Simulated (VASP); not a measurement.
**NbSi (wurtzite type): electric field gradients with PBE**

Crystal: NbSi (wurtzite type).

```
Nb Si
1.0
     4.40767    0.00000    0.00000
    -2.20383    3.81715    0.00000
     0.00000    0.00000    4.99881
Nb Si
2 2
Direct
  0.33333 0.66667 0.93800
  0.66667 0.33333 0.43800
  0.33333 0.66667 0.43800
  0.66667 0.33333 0.93800
```

| Item | Value |
| --- | --- |
| Program | VASP 6.6.1 |
| Task | electric field gradients |
| Functional | PBE |
| Potentials or basis | VASP PAW PBE potentials, release 64 (Nb_sv, Si) |
| Cutoff | 520 eV |
| k mesh | 10 × 10 × 6 |
| Occupations | fermi-dirac, width 0.03 eV |
| Spin | no spin polarisation |
| Dipole correction | no |
| Further INCAR settings | ALGO = Normal; EDIFF = 1e-08; NBANDS = 25 |

| Property | Result |
| --- | --- |
| Pressure | -0.1 GPa |
| Band gap on the k mesh | zero (band 17 reaches 8.49 eV, above the bottom of band 18 at 6.67 eV) |

Levels at points of the mesh, in eV from the Fermi level:
| k point | band 15 | band 16 | band 17 | band 18 | band 19 | band 20 |
| --- | --- | --- | --- | --- | --- | --- |
| (0.00, 0.00, 0.00) | -2.05 | -1.02 | -1.02 | -0.18 | 1.47 | 1.47 |
| (0.50, 0.00, 0.00) | -1.64 | -1.57 | -0.33 | -0.28 | 0.88 | 1.04 |
| (0.00, 0.00, 0.50) | -2.93 | -2.93 | 1.26 | 1.26 | 1.26 | 1.26 |
| (0.50, 0.00, 0.50) | -2.13 | -2.13 | 0.19 | 0.19 | 0.74 | 0.74 |

Electric field gradients, principal values (V/Å²):
```tsv
atom	least	middle	greatest (by size)
1 Nb	54.319	54.320	-108.640
2 Nb	54.319	54.320	-108.640
3 Si	4.464	4.464	-8.928
4 Si	4.464	4.464	-8.928
```

It took 4.3 min on 1 thread of AMD EPYC 7R13, on a shared host, peak memory 0.24 GiB.

Caveat: without QUAD_EFG the Cq values of the log hold for a quadrupole moment of 1 mb, not for the nuclei.
